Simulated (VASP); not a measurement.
# H4C3O4 (P1) in VASP: further runs, part 2 of 2

VASP 6.6.1. Earlier steps stand in the parts before.

### 3 Single point, PBE

INCAR reads:

```
  PREC = Accurate
  ENCUT = 520
  EDIFF = 1E-6
  ISMEAR = -1
  SIGMA = 0.05
  LREAL = Auto
  LASPH = True
  NELM = 100
  ALGO = Normal
  ISIF = 2
  LWAVE = False
  LCHARG = False
  GGA = PE
  NBANDS = 57
```

KPOINTS reads:

```
regular mesh
0
Gamma
  2 2 1
```

POSCAR reads:

```
H4C3O4
1.0
    5.1539000000      0.0000000000      0.0000000000
   -0.4908560000      5.3013240000      0.0000000000
   -1.6014840000     -2.6888250000      7.5455130000
H C O
8 6 8
Direct
    0.5580637004      0.8013022788      0.8345887152
    0.3817976292      0.1806403194      0.1575903454
    0.4312406001      0.8755649499      0.6195470076
    0.5321592169      0.0229464497      0.3112313238
    0.7642935241      0.7031811955      0.0442912231
    0.1641094260      0.3905478218      0.9356951608
    0.9335005864      0.6504606296      0.4161678603
    0.0285015127      0.3936216766      0.5865075045
    0.7674550595      0.7031401070      0.6162072744
    0.2233693662      0.2796962885      0.3779199638
    0.8011026531      0.1713703901      0.8491404097
    0.1997228188      0.8422560203      0.1522494229
    0.6106200707      0.8690606873      0.7342509383
    0.3752768277      0.0856070488      0.2472197715
    0.0794866062      0.1621301104      0.8872292712
    0.9177550836      0.8604643105      0.1309122388
    0.7087630085      0.3903123424      0.9056640682
    0.2976036256      0.6345693562      0.0963088925
    0.8535345614      0.4977593049      0.6490877426
    0.1050548269      0.4403676182      0.3161349003
    0.8568832811      0.7928023581      0.5031201987
    0.2107712082      0.2571294815      0.5347416405
```

Potentials or basis: VASP PAW PBE potentials, release 64 (H, C, O).

The run is started by

```
$ cat potpaw_PBE.64/H/POTCAR potpaw_PBE.64/C/POTCAR potpaw_PBE.64/O/POTCAR > POTCAR
$ mpirun -np 1 vasp_std > vasp.out
```

OUTCAR:

```text
PREC = Accurate
   ENCUT = 520
   EDIFF = 1E-6
   ISMEAR = -1
   LREAL = Auto
   LASPH = True
   NELM = 100
   ISIF = 2
   GGA = PE

 ion  position               nearest neighbor table
   1  0.558  0.801  0.835-  13 1.06
   2  0.382  0.181  0.158-  14 1.01
   3  0.431  0.876  0.620-  13 1.19
   4  0.532  0.023  0.311-  14 1.02
   5  0.764  0.703  0.044-  16 1.06
   6  0.164  0.391  0.936-  15 1.17
[... 457 lines left out ...]
  -------------------------------------------------------------------------------------
  Total      -14.1265579     -3.3131459     -3.0988077      7.0274309     -5.5151697      0.3398504
  in kB     -109.7836912    -25.7479129    -24.0821970     54.6132546    -42.8608079      2.6411265
  external PRESSURE =     -53.2046004 kB  Pullay stress =       0.0000000 kB

 VOLUME and BASIS-vectors are now :
 -----------------------------------------------------------------------------
  energy-cutoff  :      520.00
  volume of cell :      206.16
      direct lattice vectors                 reciprocal lattice vectors
     5.153900000  0.000000000  0.000000000     0.194027824  0.017965271  0.047582971
    -0.490856000  5.301324000  0.000000000     0.000000000  0.188632123  0.067218593
    -1.601484000 -2.688825000  7.545513000     0.000000000  0.000000000  0.132529094

 POSITION                                       TOTAL-FORCE (eV/Angst)
 -----------------------------------------------------------------------------------
      1.14630      2.00390      6.29740        -0.502544     -0.974519      0.167469
      1.62670      0.53390      1.18910         1.476077      2.480979     -2.024647
      0.80060      2.97580      4.67480         0.722262     -0.034478      2.406600
      2.23300     -0.71520      2.34840         3.003939     -0.536496      1.545804
      3.52300      3.60870      0.33420         2.451387      0.152775      1.254657
     -0.84440     -0.44550      7.06030        -0.427647     -2.769582      0.359811
[... 14 lines left out ...]
      3.22140      2.85010      3.79630        -1.411099      0.326357     -0.512179
      0.10370     -0.07470      4.03490         0.209037      1.178710     -1.856750
 -----------------------------------------------------------------------------------
    total drift:                                0.002049     -0.008887     -0.003052

  FREE ENERGIE OF THE ION-ELECTRON SYSTEM (eV)
  ---------------------------------------------------
  free  energy   TOTEN  =      -136.3059240959 eV

  energy  without entropy=     -136.3059240958  energy(sigma->0) =     -136.30592410
```

OSZICAR:

```text
N       E                     dE             d eps       ncg     rms          rms(c)
DAV:   1     0.445800186679E+03    0.44580E+03   -0.41206E+04   456   0.129E+03
DAV:   2    -0.107283069323E+03   -0.55308E+03   -0.52900E+03   575   0.299E+02
DAV:   3    -0.145488254881E+03   -0.38205E+02   -0.37875E+02   560   0.814E+01
DAV:   4    -0.146040969200E+03   -0.55271E+00   -0.55152E+00   560   0.107E+01
DAV:   5    -0.146054172780E+03   -0.13204E-01   -0.13196E-01   560   0.156E+00    0.208E+01
DAV:   6    -0.137143198204E+03    0.89110E+01   -0.27065E+01   512   0.224E+01    0.940E+00
DAV:   7    -0.136466293331E+03    0.67690E+00   -0.21886E+00   560   0.763E+00    0.526E+00
DAV:   8    -0.136304044366E+03    0.16225E+00   -0.79172E-01   560   0.408E+00    0.158E+00
DAV:   9    -0.136301299093E+03    0.27453E-02   -0.60070E-02   552   0.134E+00    0.540E-01
DAV:  10    -0.136304970021E+03   -0.36709E-02   -0.15777E-02   552   0.586E-01    0.183E-01
DAV:  11    -0.136305439865E+03   -0.46984E-03   -0.13476E-03   544   0.228E-01    0.846E-02
DAV:  12    -0.136305822385E+03   -0.38252E-03   -0.45811E-04   552   0.121E-01    0.354E-02
DAV:  13    -0.136305908326E+03   -0.85941E-04   -0.97842E-05   544   0.542E-02    0.133E-02
DAV:  14    -0.136305921990E+03   -0.13664E-04   -0.22516E-05   560   0.229E-02    0.736E-03
DAV:  15    -0.136305923622E+03   -0.16315E-05   -0.18947E-06   432   0.907E-03    0.285E-03
DAV:  16    -0.136305924096E+03   -0.47410E-06   -0.10784E-06   368   0.536E-03
   1 F= -.13630592E+03 E0= -.13630592E+03  d E =-.416403E-10
```

Run time: 2.2 min. Hardware: 1 thread of Intel Xeon Platinum 8259CL at 2.50GHz (Skylake/Cascade Lake), shared host; peak memory 0.3 GiB.

What came out:

```yaml
Free_energy: -136.3059 eV
Pressure: -5.3 GPa
Largest_force: 5.737 eV/Å
Band_gap_on_the_k_mesh: 3.54 eV (least direct gap 3.60 eV)
```

Forces in eV/Å, atoms in the order of the input:
```
H   -0.503 -0.975  0.167
H    1.476  2.481 -2.025
H    0.722 -0.034  2.407
H    3.004 -0.536  1.546
H    2.451  0.153  1.255
H   -0.428 -2.770  0.360
H    0.568 -0.331  0.294
H    0.567 -0.364 -0.288
C    2.524 -1.892  1.782
C   -0.719 -0.245  0.716
C    0.058  1.490  1.150
C   -3.863 -3.152 -2.716
C    0.765  3.380 -2.341
C   -4.279  1.118  3.654
O   -2.954  2.809 -0.888
O    1.647 -0.337 -0.249
O    1.367 -4.211 -1.714
O   -0.740  1.208 -0.670
O   -0.664  1.241 -0.684
O    0.201 -0.538  0.613
O   -1.411  0.326 -0.512
O    0.209  1.179 -1.857
```

Levels at points of the mesh, in eV from the valence-band top:
| k point | band 36 | band 37 | band 38 | band 39 | band 40 | band 41 | band 42 | band 43 | band 44 | band 45 |
| --- | --- | --- | --- | --- | --- | --- | --- | --- | --- | --- |
| (0.00, 0.00, 0.00) | -0.84 | -0.71 | -0.52 | -0.25 | -0.19 | 3.67 | 4.29 | 4.62 | 5.20 | 5.67 |
| (0.50, 0.00, 0.00) | -0.85 | -0.77 | -0.60 | -0.37 | -0.22 | 3.54 | 4.34 | 4.65 | 5.30 | 7.02 |
| (0.00, 0.50, 0.00) | -0.96 | -0.81 | -0.55 | -0.20 | 0.00 | 3.81 | 4.04 | 4.31 | 5.05 | 6.48 |
| (0.50, 0.50, 0.00) | -1.04 | -0.80 | -0.55 | -0.32 | -0.01 | 3.59 | 4.17 | 4.35 | 5.15 | 7.14 |

Caveat: the k points lie up to 0.83 Å⁻¹ apart, too coarse for converged energies, forces and pressures; forces of over 1 eV/Å act on the atoms, so gaps and moduli don't describe the material at rest. A k mesh can miss the band edges.

### 4 Single point, PBE

INCAR reads:

```
ALGO     = Normal         # electronic algorithm
EDIFF    = 1E-6           # SCF threshold, eV
ENCUT    = 520            # plane-wave cutoff, eV
GGA      = PE             # functional
ISIF     = 2              # what is computed and relaxed
ISMEAR   = -1             # smearing method
LASPH    = True           # aspherical terms in the spheres
LCHARG   = False          # write CHGCAR
LREAL    = Auto         
LWAVE    = False          # write WAVECAR
NBANDS   = 57             # bands
NELM     = 100            # most SCF steps
PREC     = Accurate       # precision mode
SIGMA    = 0.05           # smearing width, eV
```

KPOINTS reads:

```
k-points
0
Gamma
  2 2 1
```

POSCAR reads:

```
H4C3O4
1.0
    5.1539000000      0.0000000000      0.0000000000
   -0.4908560000      5.3013240000      0.0000000000
   -1.6014840000     -2.6888250000      7.5455130000
H C O
8 6 8
Direct
    0.5658245289      0.7919458716      0.8217201402
    0.5640495223      0.1685411577      0.2514076909
    0.4238585204      0.8949130175      0.6149615010
    0.5043915584      0.0149197672      0.4044125297
    0.8303677304      0.6324703681      0.0675500791
    0.1481704185      0.3611736384      0.9167567533
    0.9807376349      0.6339137224      0.3814982494
    0.0297817779      0.4113025139      0.5847713734
    0.8163835609      0.7345844940      0.6179168998
    0.1993828754      0.2941063976      0.3874753115
    0.7986933080      0.1554458062      0.8515126804
    0.2012568835      0.8307782394      0.1565831243
    0.6429065641      0.8729481884      0.7268160561
    0.3810996856      0.0884767852      0.2985482896
    0.0691626896      0.1548420629      0.8897075653
    0.9380228691      0.8215684908      0.1165195793
    0.6547211124      0.3113957628      0.9101037928
    0.2972614755      0.6503103470      0.0775825315
    0.8516241502      0.5268119263      0.6319119721
    0.0977086330      0.4720301717      0.3191300578
    0.8649619176      0.8101763829      0.4891383793
    0.1937688253      0.2763586568      0.5340127305
```

The run is started by

```
$ cat potpaw_PBE.64/H/POTCAR potpaw_PBE.64/C/POTCAR potpaw_PBE.64/O/POTCAR > POTCAR
$ mpirun -np 1 vasp_std > vasp.out
```

Wall time 97 s (1 thread of Intel Xeon Platinum 8259CL at 2.50GHz (Skylake/Cascade Lake), shared host); peak memory 0.3 GiB.

Results (log left out):

- Free energy: -136.4861 eV
- Pressure: 0.9 GPa
- Largest force: 9.230 eV/Å
- Band gap on the k mesh: 4.03 eV

Forces in eV/Å, atoms in the order of the input:
```
H    0.592 -0.266 -0.794
H   -2.211 -0.531 -0.009
H    2.835 -0.918  2.711
H   -1.126  0.862 -0.854
H    0.525  0.459 -0.419
H    0.102 -2.013  0.856
H   -0.299 -0.634  1.431
H   -0.140 -0.242  0.032
C   -2.815  5.909 -2.661
C    2.271  1.448 -2.289
C   -0.599 -3.037 -1.519
C   -0.664  2.363  0.616
C   -2.735  3.217 -0.859
C    0.414  0.185 -0.196
O   -1.234  3.178 -0.456
O   -1.534  0.381  1.204
O    0.658  1.869  1.419
O    3.014 -1.927 -1.612
O    3.120 -8.562  1.469
O    1.180 -2.328 -0.105
O    0.218  0.326  0.218
O   -1.571  0.261  1.816
```

Stress tensor (GPa, compression positive):
```
-4.19 -2.26 -6.63
-2.26  5.95  1.81
-6.63  1.81  0.83
```

Levels at points of the mesh, in eV from the valence-band top:
| k point | band 37 | band 38 | band 39 | band 40 | band 41 | band 42 | band 43 | band 44 |
| --- | --- | --- | --- | --- | --- | --- | --- | --- |
| (0.00, 0.00, 0.00) | -1.15 | -0.60 | -0.47 | -0.04 | 4.16 | 4.63 | 4.79 | 5.09 |
| (0.50, 0.00, 0.00) | -1.16 | -0.88 | -0.69 | -0.11 | 4.12 | 4.62 | 4.93 | 5.18 |
| (0.00, 0.50, 0.00) | -1.20 | -0.83 | -0.42 | 0.00 | 4.03 | 4.55 | 4.88 | 4.99 |
| (0.50, 0.50, 0.00) | -1.18 | -0.77 | -0.59 | -0.08 | 4.04 | 4.65 | 4.94 | 5.01 |

Caveat: the k points lie up to 0.83 Å⁻¹ apart, too coarse for converged energies, forces and pressures; forces of over 1 eV/Å act on the atoms, so gaps and moduli don't describe the material at rest.

### 5 Single point, PBE

INCAR reads:

```
PREC = Accurate
ENCUT = 520
EDIFF = 1E-7
ISMEAR = -1
SIGMA = 0.05
LREAL = Auto
LASPH = T
NELM = 60
ALGO = Normal
ISIF = 2
LWAVE = F
LCHARG = T
GGA = PE
LELF = T
LVHAR = T
NBANDS = 57
```

KPOINTS reads:

```
Automatic mesh
0
Gamma
  2 2 1
```

POSCAR reads:

```
H4C3O4
1.0
    5.1539000000      0.0000000000      0.0000000000
   -0.4908560000      5.3013240000      0.0000000000
   -1.6014840000     -2.6888250000      7.5455130000
H C O
8 6 8
Direct
    0.4288811912      0.8674501302      0.7334557637
    0.4566488955      0.2250264314      0.2079116423
    0.5309726811      1.0405655419      0.6123771836
    0.5656830933      0.1335643266      0.3731621694
    0.8390535842      0.6369604005      0.0658404538
    0.1121136173      0.3452443098      0.9376035798
    0.9524556136      0.6363970711      0.3849440058
    0.0875223407      0.3045730264      0.5574703801
    0.7712391676      0.7167602303      0.6285192273
    0.2022033237      0.2637061619      0.3489225981
    0.7675010869      0.1597000700      0.8533548349
    0.2288866325      0.8392739086      0.1406796330
    0.6113900863      0.9452549948      0.7029475663
    0.3759921142      0.1208056807      0.2735135437
    0.0331921614      0.1404498511      0.8833859275
    0.9698354200      0.7999433552      0.1437278022
    0.6410749747      0.3457646638      0.9254639148
    0.3524150445      0.6919877908      0.0461731363
    0.8528294190      0.5549851728      0.6988391644
    0.0505948623      0.3890971094      0.2902122096
    0.8379547383      0.7489617703      0.4767469091
    0.2629269773      0.3022961599      0.5204019925
```

The run is started by

```
$ cat potpaw_PBE.64/H/POTCAR potpaw_PBE.64/C/POTCAR potpaw_PBE.64/O/POTCAR > POTCAR
$ mpirun -np 1 vasp_std > vasp.out
```

It took 2.2 min on 1 thread of Intel Xeon Platinum 8259CL at 2.50GHz (Skylake/Cascade Lake), shared host; peak memory 0.3 GiB.

Results (log left out):

* Free energy: -136.6462 eV
* Pressure: 3.4 GPa
* Largest force: 5.949 eV/Å
* Band gap on the k mesh: 4.20 eV

Forces on the atoms (eV/Å):
```
H    0.052 -0.387  0.207
H    1.889  2.851 -3.092
H    0.021  0.724 -1.174
H   -0.885 -0.944 -0.532
H    0.229 -0.795 -0.952
H    0.851 -1.524 -0.082
H   -1.715 -0.910  2.201
H    0.737  0.826  0.703
C    1.553  1.005 -1.477
C   -1.225  1.613  3.839
C   -1.560  1.677  1.599
C    0.765  0.114 -0.240
C   -0.226 -3.334 -1.048
C    3.167 -4.788 -1.560
O   -1.118  3.353  1.178
O    0.778  1.107  1.102
O    3.369 -1.805 -0.283
O   -1.431 -0.106  0.371
O   -0.448  0.886 -0.816
O   -2.174  1.896 -2.472
O   -0.357  0.111  0.242
O   -2.273 -1.570  2.284
```

Stress tensor (GPa, compression positive):
```
-0.24 -0.44 -0.63
-0.44  2.46 -1.55
-0.63 -1.55  7.86
```

Levels at points of the mesh, in eV from the valence-band top:
```
           k point  band 37  band 38  band 39  band 40  band 41  band 42  band 43  band 44
(0.00, 0.00, 0.00)    -0.78    -0.35    -0.13     0.00     4.51     4.66     4.95     5.11
(0.50, 0.00, 0.00)    -0.77    -0.73    -0.27    -0.02     4.30     4.69     4.95     5.10
(0.00, 0.50, 0.00)    -0.66    -0.41    -0.27    -0.01     4.44     4.71     4.89     5.04
(0.50, 0.50, 0.00)    -0.73    -0.67    -0.25     0.00     4.20     4.66     4.89     5.15
```

Caveat: the k points lie up to 0.83 Å⁻¹ apart, too coarse for converged energies, forces and pressures; the atoms stand as in a frame of molecular dynamics; this functional lacks dispersion, which holds the molecules together, so the pressure and a relaxed volume are unreliable; forces of over 1 eV/Å act on the atoms, so gaps and moduli don't describe the material at rest.

### 6 Overview

| cell | gap on the mesh (eV) | pressure (GPa) | largest force (eV/Å) |
| --- | --- | --- | --- |
| as given, atomic positions A | 2.93 | 3.1 | 7.68 |
| as given, atomic positions B | 3.54 | -5.3 | 5.74 |
| as given, atomic positions C | 4.03 | 0.9 | 9.23 |
| as given, atomic positions D | 4.20 | 3.4 | 5.95 |

Alike in all rows: task single point; level PBE; potentials or basis VASP PAW PBE potentials, release 64 (H, C, O); no spin polarisation; k mesh 2 × 2 × 1; cutoff (eV) 520; smearing fermi-dirac 0.05 eV.

Caveats: all runs use coarse meshes; forces of over 1 eV/Å act on the atoms, so gaps and moduli don't describe the material at rest; the atoms stand as in a frame of molecular dynamics (at least some runs); this functional lacks dispersion, which holds the molecules together, so the pressure and a relaxed volume are unreliable (at least some runs).

Total energies depend on the potentials used, so only differences within one code and one set of settings carry meaning.
